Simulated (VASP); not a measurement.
# W (Im-3m) in VASP: single point with r2SCAN

Aim: the single point of W with r2SCAN.

All numbers are computed with VASP 6.6.1; they aren't measurements. Logs are shortened: lines on timing, memory, paths and dates and some standing lists are left out, and cuts for length are marked.

### Step 1. The cell of the first run

The structure is cubic, space group Im-3m (No. 229). Conventional cell: a = 3.170 Å, b = 3.170 Å, c = 3.170 Å, α = 90.00°, β = 90.00°, γ = 90.00°. W (site symmetry m-3m) has 14 W at 2.75 to 3.17 Å within 3.6 Å.

### Step 2. Single point, r2SCAN

Input file POSCAR:

```
W
1.0
   -1.5851577801      1.5851577801      1.5851577801
    1.5851577801     -1.5851577801      1.5851577801
    1.5851577801      1.5851577801     -1.5851577801
W
1
Direct
    0.0000000000      0.0000000000      0.0000000000
```

Input file INCAR.step1:

```
SYSTEM = W
PREC = Accurate
ENCUT = 550
ISMEAR = 0
SIGMA = 0.1
LREAL = .False.
LASPH = .True.
NELM = 120
NBANDS = 13
GGA = PE
ALGO = Normal
EDIFF = 1E-5
LWAVE = .True.
LCHARG = .False.
GGA_COMPAT = .False.
```

Input file INCAR.step2:

```
SYSTEM = W
PREC = Accurate
ENCUT = 550
EDIFF = 1E-6
ISMEAR = 0
SIGMA = 0.1
LREAL = .False.
LASPH = .True.
NELM = 120
ALGO = Normal
ISIF = 2
LWAVE = .False.
LCHARG = .True.
METAGGA = R2SCAN
LMIXTAU = .True.
LELF = .True.
LVHAR = .True.
NBANDS = 13
ISTART = 1
GGA_COMPAT = .False.
```

Input file KPOINTS:

```
regular mesh
0
Gamma
  8 8 8
  0 0 0
```

Potentials or basis: VASP PAW PBE potentials, release 64 (W_sv).

Launch:

```sh
> cat potpaw_PBE.64/W_sv/POTCAR > POTCAR
> cp INCAR.step1 INCAR
> mpirun -np 1 vasp_std > vasp.out
> cp INCAR.step2 INCAR
> mpirun -np 1 vasp_std > vasp.out
```

OUTCAR:

```text
SYSTEM = W
   PREC = Accurate
   ENCUT = 550
   EDIFF = 1E-6
   ISMEAR = 0
   LREAL = .False.
   LASPH = .True.
   NELM = 120
   ISIF = 2
   METAGGA = R2SCAN
   ISTART = 1

 ion  position               nearest neighbor table
   1  0.000  0.000  0.000-

  LATTYP: Found a body centered cubic cell.
 ALAT       =     3.1703155602

  Lattice vectors:

 A1 = (  -1.5851577801,   1.5851577801,   1.5851577801)
 A2 = (   1.5851577801,  -1.5851577801,   1.5851577801)
 A3 = (   1.5851577801,   1.5851577801,  -1.5851577801)

Analysis of symmetry for initial positions (statically):
=====================================================================
 Subroutine PRICEL returns:
 Original cell was already a primitive cell.

 Routine SETGRP: Setting up the symmetry group for a
 body centered cubic supercell.

 Subroutine GETGRP returns: Found 48 space group operations
 (whereof 48 operations were pure point group operations)
 out of a pool of 48 trial point group operations.

The static configuration has the point symmetry O_h .

Analysis of symmetry for dynamics (positions and initial velocities):
=====================================================================
 Subroutine PRICEL returns:
 Original cell was already a primitive cell.

 Routine SETGRP: Setting up the symmetry group for a
 body centered cubic supercell.

 Subroutine GETGRP returns: Found 48 space group operations
 (whereof 48 operations were pure point group operations)
 out of a pool of 48 trial point group operations.

The dynamic configuration has the point symmetry O_h .

 Subroutine INISYM returns: Found 48 space group operations
 (whereof 48 operations are pure point group operations),
 and found     1 'primitive' translations

----------------------------------------------------------------------------------------

                                     Primitive cell

  volume of cell :      15.9323

  direct lattice vectors                    reciprocal lattice vectors
    -1.585157780  1.585157780  1.585157780     0.000000000  0.315426014  0.315426014
     1.585157780 -1.585157780  1.585157780     0.315426014  0.000000000  0.315426014
     1.585157780  1.585157780 -1.585157780     0.315426014  0.315426014  0.000000000

[... 84 lines left out ...]
   NSW    =      0    number of steps for IOM
   IBRION =     -1    ionic relax: 0-MD 1-quasi-New 2-CG
   NFREE  =      0    steps in history (QN), initial steepest desc. (CG)
   ISIF   =      2    stress and relaxation
   ISYM   =      2    0-nonsym 1-usesym 2-fastsym
   POTIM  = 0.5000    time-step for ionic-motion
   TEBEG  =    0.0;   TEEND  =   0.0 temperature during run
   PSTRESS=    0.0 pullay stress
   NELECT =      14.0000    total number of electrons
   NUPDOWN=      -1.0000    fix difference up-down
   EMIN   =  10.00;   EMAX   =-10.00  energy-range for DOS
   EFERMI =   0.00;   METHOD = LEGACY
   ISMEAR =     0;   SIGMA  =   0.10  broadening in eV -4-tet -1-fermi 0-gaus
   EFERMI_NEDOS =   21; number of points for ismear=-14 and -15
   IALGO  =     38    algorithm
   IMIX   =      4    mixing-type and parameters
     AMIX     =   0.40;   BMIX     =  1.00
     AMIX_MAG =   1.60;   BMIX_MAG =  1.00
  volume/ion in A,a.u.               =      15.93       107.52
  Fermi-wavevector in a.u.,A,eV,Ry     =   1.568044  2.963174 33.453504  2.458763
  Thomas-Fermi vector in A             =   2.670134
   LORBIT       =      0    0 simple, 1 ext, 2 COOP (PROOUT), +10 PAW based schemes
   METAGGA = R2SCAN    functional components
   LHFCALC =     F    Hartree Fock is set to
   AEXX    =    0.0000 exact exchange contribution
   IVDW    =     0    specifies the selected vdW correction
   LEPSILON=     F    determine dielectric tensor
   LRPA    =     F    only Hartree local field effects (RPA)
 non-spin polarized calculation
 Gauss-broadening in eV      SIGMA  =   0.10
  energy-cutoff  :      550.00
  volume of cell :       15.93
 maximum number of plane-waves:       484
 NGX is ok and might be reduce to    24
   NGX = 11   NGY = 11   NGZ = 11

 number of electron      14.0000002 magnetization

 Free energy of the ion-electron system (eV)
  ---------------------------------------------------
  ext. energy  EPLUGINS =         0.00000000
  ---------------------------------------------------
  free energy    TOTEN  =       -51.35787540 eV

  energy without entropy =      -51.35787536  energy(sigma->0) =      -51.35787538

 E-fermi :  11.0253     XC(G=0): -14.9239

 val. band max:       10.6911022083   @ k =   0.1250   0.0000   0.0000
 cond. band min:      11.3708810551   @ k =  -0.2500   0.2500   0.1250
 fundamental gap:      0.6797788469
 Fermi energy:        11.0252762471

 k-point     1 :       0.0000    0.0000    0.0000
  band No.  band energies     occupation
      1     -64.8948      2.00000
      2     -27.7630      2.00000
      3     -27.7630      2.00000
      4     -27.7630      2.00000
      5       1.1171      2.00000
      6       9.9440      2.00000
      7       9.9440      2.00000
      8       9.9440      2.00000
      9      13.7811      0.00000
     10      13.7812      0.00000
     11      26.4613      0.00000
     12      26.4613      0.00000
     13      26.4613      0.00000
[... 354 lines left out ...]
  band No.  band energies     occupation
      1     -64.7112      2.00000
      2     -28.7717      2.00000
      3     -28.3913      2.00000
      4     -28.2666      2.00000
      5       6.5039      2.00000
      6       7.3231      2.00000
      7      10.6400      2.00000
      8      11.5057      0.00000
      9      15.0535      0.00000
     10      15.8617      0.00000
     11      25.4820      0.00000
     12      27.9817      0.00000
     13      29.2634      0.00000

 [... further k-points ...]

------------------------ aborting loop because EDIFF is reached ----------------------------------------

  FORCE on cell =-STRESS in cart. coord.  units (eV):
  Direction    XX          YY          ZZ          XY          YZ          ZX
  --------------------------------------------------------------------------------------
  -------------------------------------------------------------------------------------
  Total        0.0963687      0.0963687      0.0963687     -0.0000000      0.0000000      0.0000000
  in kB        9.6910082      9.6910082      9.6910082     -0.0000000      0.0000000      0.0000000
  external PRESSURE =       9.6910082 kB  Pullay stress =       0.0000000 kB

 VOLUME and BASIS-vectors are now :
 -----------------------------------------------------------------------------
  energy-cutoff  :      550.00
  volume of cell :       15.93
      direct lattice vectors                 reciprocal lattice vectors
    -1.585157780  1.585157780  1.585157780     0.000000000  0.315426014  0.315426014
     1.585157780 -1.585157780  1.585157780     0.315426014  0.000000000  0.315426014
     1.585157780  1.585157780 -1.585157780     0.315426014  0.315426014  0.000000000

 POSITION                                       TOTAL-FORCE (eV/Angst)
 -----------------------------------------------------------------------------------
      0.00000      0.00000      0.00000         0.000000      0.000000      0.000000
 -----------------------------------------------------------------------------------
    total drift:                                0.000000      0.000000      0.000000

  FREE ENERGIE OF THE ION-ELECTRON SYSTEM (eV)
  ---------------------------------------------------
  free  energy   TOTEN  =       -51.3578753972 eV

  energy  without entropy=      -51.3578753554  energy(sigma->0) =      -51.35787538
```

OUTCAR.step1:

```text
SYSTEM = W
   PREC = Accurate
   ENCUT = 550
   ISMEAR = 0
   LREAL = .False.
   LASPH = .True.
[... 601 lines left out ...]
 POSITION                                       TOTAL-FORCE (eV/Angst)
 -----------------------------------------------------------------------------------
      0.00000      0.00000      0.00000        -0.000000      0.000000     -0.000000
 -----------------------------------------------------------------------------------
    total drift:                               -0.000000      0.000000      0.000000

  FREE ENERGIE OF THE ION-ELECTRON SYSTEM (eV)
  ---------------------------------------------------
  free  energy   TOTEN  =       -12.9523789373 eV

  energy  without entropy=      -12.9523774407  energy(sigma->0) =      -12.95237819
```

OSZICAR.step1:

```text
N       E                     dE             d eps       ncg     rms          rms(c)
DAV:   1     0.920343487333E+02    0.92034E+02   -0.78752E+03   754   0.128E+03
DAV:   2    -0.115282627117E+02   -0.10356E+03   -0.98205E+02   844   0.338E+02
DAV:   3    -0.135549466053E+02   -0.20267E+01   -0.20186E+01   824   0.446E+01
DAV:   4    -0.135631237688E+02   -0.81772E-02   -0.81770E-02   829   0.314E+00
DAV:   5    -0.135631906463E+02   -0.66878E-04   -0.66877E-04   834   0.268E-01    0.207E+01
DAV:   6    -0.130855013706E+02    0.47769E+00   -0.39885E-01   784   0.847E+00    0.834E+00
DAV:   7    -0.129566085451E+02    0.12889E+00   -0.21679E-01   834   0.595E+00    0.675E-01
DAV:   8    -0.129523698059E+02    0.42387E-02   -0.41164E-03   774   0.827E-01    0.804E-02
DAV:   9    -0.129523789373E+02   -0.91314E-05   -0.69851E-05   832   0.103E-01
   1 F= -.12952379E+02 E0= -.12952378E+02  d E =-.149653E-05
```

Wall time 43 s (1 thread of AMD EPYC 9R14 (Zen 4), shared host); peak memory 0.12 GiB.

What came out:

```
Free energy            : -51.3579 eV
Pressure               : 1.0 GPa
Band gap on the k mesh : zero (bands 7 and 8 overlap by 6.58 eV)
```

Levels at points of the mesh, in eV from the Fermi level:
| k point | band 5 | band 6 | band 7 | band 8 | band 9 | band 10 |
| --- | --- | --- | --- | --- | --- | --- |
| (0.00, 0.00, 0.00) | -9.91 | -1.08 | -1.08 | -1.08 | 2.76 | 2.76 |
| (0.50, 0.00, 0.00) | -6.33 | -3.53 | 0.70 | 2.59 | 3.63 | 6.49 |
| (0.50, 0.50, 0.50) | -5.78 | -5.78 | 5.50 | 5.50 | 5.50 | 8.69 |

Caveat: the PAW data sets were made with another functional, which shifts forces and pressure a little; spin-orbit coupling is left out, which moves the levels of the heavy elements.
